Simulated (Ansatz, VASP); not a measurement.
**One calculation of HfO2, two programs**

The input POSCAR:

```
HfO2
1.0
    5.1415761642      0.0000000000      0.0000000000
    0.0000000000      4.9297615455      0.0000000000
    0.0000000000      0.0000000000      5.1251165823
Hf O
4 8
Direct
    0.0333633289      0.2689772421      0.2426591371
    0.4666366711      0.2689772421      0.7426591371
    0.5333633289      0.7310227579      0.2426591371
    0.9666366711      0.7310227579      0.7426591371
    0.3702765429      0.0745518135      0.3777752500
    0.1297234571      0.0745518135      0.8777752500
    0.7381379571      0.4555875884      0.4925656129
    0.7618620429      0.4555875884      0.9925656129
    0.2618620429      0.5444124116      0.9925656129
    0.2381379571      0.5444124116      0.4925656129
    0.8702765429      0.9254481865      0.3777752500
    0.6297234571      0.9254481865      0.8777752500
```

File INCAR.step1:

```
SYSTEM = HfO2
PREC = Accurate
ENCUT = 520
ISMEAR = 0
SIGMA = 0.01
LREAL = .FALSE.
LASPH = .TRUE.
NELM = 100
NBANDS = 56
GGA = PE
ALGO = Normal
EDIFF = 1E-4
LWAVE = .TRUE.
LCHARG = .FALSE.
```

The input INCAR.step2:

```
SYSTEM = HfO2
PREC = Accurate
ENCUT = 520
EDIFF = 1E-7
ISMEAR = 0
SIGMA = 0.01
LREAL = .FALSE.
LASPH = .TRUE.
NELM = 100
ALGO = Normal
ISIF = 2
LWAVE = .FALSE.
LCHARG = .FALSE.
METAGGA = R2SCAN
LMIXTAU = .TRUE.
NBANDS = 56
ISTART = 1
```

Contents of KPOINTS:

```
regular mesh
0
G
  6 6 6
  0 0 0
```

Input for Ansatz:

```yaml
crystal:
  lattice:
    - [5.1415761642, 0.0, 0.0]
    - [0.0, 4.9297615455, 0.0]
    - [0.0, 0.0, 5.1251165823]
  atoms:
    - { symbol: Hf, position: [0.0333633289, 0.2689772421, 0.2426591371] }
    - { symbol: Hf, position: [0.4666366711, 0.2689772421, 0.7426591371] }
    - { symbol: Hf, position: [0.5333633289, 0.7310227579, 0.2426591371] }
    - { symbol: Hf, position: [0.9666366711, 0.7310227579, 0.7426591371] }
    - { symbol: O, position: [0.3702765429, 0.0745518135, 0.37777525] }
    - { symbol: O, position: [0.1297234571, 0.0745518135, 0.87777525] }
    - { symbol: O, position: [0.7381379571, 0.4555875884, 0.4925656129] }
    - { symbol: O, position: [0.7618620429, 0.4555875884, 0.9925656129] }
    - { symbol: O, position: [0.2618620429, 0.5444124116, 0.9925656129] }
    - { symbol: O, position: [0.2381379571, 0.5444124116, 0.4925656129] }
    - { symbol: O, position: [0.8702765429, 0.9254481865, 0.37777525] }
    - { symbol: O, position: [0.6297234571, 0.9254481865, 0.87777525] }
kpoints:
  mp_grid: { grid: [6, 6, 6] }
  band_path:
    path:
      - [0.0, 0.0, 0.0]
      - [0.5, 0.0, 0.0]
      - [0.5, 0.5, 0.0]
      - [0.0, 0.5, 0.0]
      - [0.0, 0.0, 0.5]
      - [0.5, 0.0, 0.5]
      - [0.5, 0.5, 0.5]
      - [0.0, 0.5, 0.5]
      - [0.1, 0.5, 0.0]
      - [0.265625, -0.5, 0.338542]
    npoints: 1
hamiltonian:
  xc: r2scan
scf:
  occupations: { method: fixed }
  n_extra_bands: 7
output:
  forces: true
  stress: true
  eigenvalues: true
```

Change from the starting cell: epitaxial_xy strain -2.0%.

Alike in both runs: task single point; functional r2SCAN; k mesh 6 × 6 × 6; no spin polarisation.

|  | VASP | Ansatz |
| --- | --- | --- |
| version | VASP 6.6.1 | Ansatz 0.2.0 |
| potentials or method | VASP PAW PBE potentials, release 64 (Hf_pv, O) | plane waves, PAW |
| plane-wave cutoff (eV) | 520 | 500 |
| occupations | gaussian, width 0.01 eV | fixed |
| valence electrons in the cell | 88 | 152 |

```tsv
	VASP	Ansatz	Ansatz less VASP
gap on the k mesh at the Fermi level (eV)	4.94	4.97	+0.027
pressure (GPa)	3.2	7.0	+3.73
traceless stress, the component that is largest in VASP (GPa)	-6.96	-6.97	-0.008
rms of the force components (eV/Å)	0.029	0.000	-0.0285
```

VASP's potentials were made for PBE, not for r2SCAN. Atom by atom the forces differ by 0.029 eV/Å (rms over components). VASP's potentials hold 88 valence electrons a cell and Ansatz's 152, so a difference there can come from the potentials and not from the codes.

Spin-orbit coupling is off throughout.
